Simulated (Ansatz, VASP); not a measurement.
PtSe2: VASP beside Ansatz

The input POSCAR:

```
PtSe2
1.0
    0.0000000000      3.1308957810      3.1308957810
    3.1308957810      0.0000000000      3.1308957810
    3.1308957810      3.1308957810      0.0000000000
Pt Se
1 2
Direct
    0.0000000000      0.0000000000      0.0000000000
    0.2500000000      0.2500000000      0.2500000000
    0.7500000000      0.7500000000      0.7500000000
```

The input INCAR.step1:

```
SYSTEM = PtSe2
PREC = Accurate
ENCUT = 520
ISMEAR = -1
SIGMA = 0.02
LREAL = .False.
LASPH = .True.
NELM = 60
NBANDS = 18
GGA = PE
ALGO = Normal
EDIFF = 1E-4
LWAVE = .True.
LCHARG = .False.
```

The input INCAR.step2:

```
SYSTEM = PtSe2
PREC = Accurate
ENCUT = 520
EDIFF = 1E-6
ISMEAR = -1
SIGMA = 0.02
LREAL = .False.
LASPH = .True.
NELM = 60
ALGO = Normal
ISIF = 2
LWAVE = .False.
LCHARG = .False.
METAGGA = R2SCAN
LMIXTAU = .True.
NBANDS = 18
ISTART = 1
```

KPOINTS

```
Automatic mesh
0
Gamma
  8 8 8
  0 0 0
```

Input for Ansatz:

```yaml
crystal:
  lattice:
    - [0.0, 3.130895781, 3.130895781]
    - [3.130895781, 0.0, 3.130895781]
    - [3.130895781, 3.130895781, 0.0]
  atoms:
    - { symbol: Pt, position: [0.0, 0.0, 0.0] }
    - { symbol: Se, position: [0.25, 0.25, 0.25] }
    - { symbol: Se, position: [0.75, 0.75, 0.75] }
kpoints:
  mp_grid: { grid: [8, 8, 8] }
  band_path:
    path:
      - [0.0, 0.0, 0.0]
      - [0.5, 0.0, 0.5]
      - [0.625, 0.25, 0.625]
      - [0.375, 0.375, 0.75]
      - [0.5, 0.5, 0.5]
      - [0.5, 0.25, 0.75]
      - [0.1, 0.0, 0.1]
    npoints: 1
hamiltonian:
  xc: r2scan
scf:
  occupations: { method: fermi_dirac, width: 0.02 }
  n_extra_bands: 4
output:
  forces: true
  stress: true
  eigenvalues: true
```

Alike in both runs: task single point; functional r2SCAN; k mesh 8 × 8 × 8; occupations fermi-dirac, width 0.02 eV; no spin polarisation.

|  | VASP | Ansatz |
| --- | --- | --- |
| version | VASP 6.6.1 | Ansatz 0.2.0 |
| potentials or method | VASP PAW PBE potentials, release 64 (Pt, Se) | plane waves, PAW |
| plane-wave cutoff (eV) | 520 | 500 |
| valence electrons in the cell | 22 | 50 |

|  | VASP | Ansatz | Ansatz less VASP |
| --- | --- | --- | --- |
| pressure (GPa) | -0.1 | -0.1 | +0.02 |

VASP's potentials were made for PBE, not for r2SCAN. VASP's potentials hold 22 valence electrons a cell and Ansatz's 50, so a difference there can come from the potentials and not from the codes.

Spin-orbit coupling is off throughout.
